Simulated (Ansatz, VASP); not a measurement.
## One calculation of Ge, two programs

```
CELL_PARAMETERS angstrom
6.78075 0.00000 0.00000
0.00000 6.78075 0.00000
0.00000 0.00000 4.67132
ATOMIC_POSITIONS crystal
Ge 0.05221 0.74311 0.33195
Ge 0.94779 0.25689 0.33195
Ge 0.75689 0.55221 0.33195
Ge 0.24311 0.44779 0.33195
Ge 0.44779 0.24311 0.66805
Ge 0.55221 0.75689 0.66805
Ge 0.74311 0.05221 0.66805
Ge 0.25689 0.94779 0.66805
Ge 0.00000 0.00000 0.00000
Ge 0.50000 0.50000 0.00000
```

Alike in both runs: task single point; functional PBE; k mesh 4 × 4 × 4; occupations gaussian, width 0.1 eV; no spin polarisation.

|  | VASP | Ansatz |
| --- | --- | --- |
| version | VASP 6.6.1 | Ansatz 0.2.0 |
| potentials or method | VASP PAW PBE potentials, release 64 (Ge_d), cutoff 520 eV | scalar-relativistic, plane waves, PAW |
| valence electrons in the cell | 140 | 140 |

```csv
,VASP,Ansatz,Ansatz less VASP
gap on the k mesh at the Fermi level (eV),none,none,-
pressure (GPa),13.9,14.0,+0.05
rms of the force components (eV/Å),0.385,0.387,+0.0015
```

Atom by atom the forces differ by 0.002 eV/Å (rms over components). A gap of «none» marks a metal or a gap that the smearing closes.
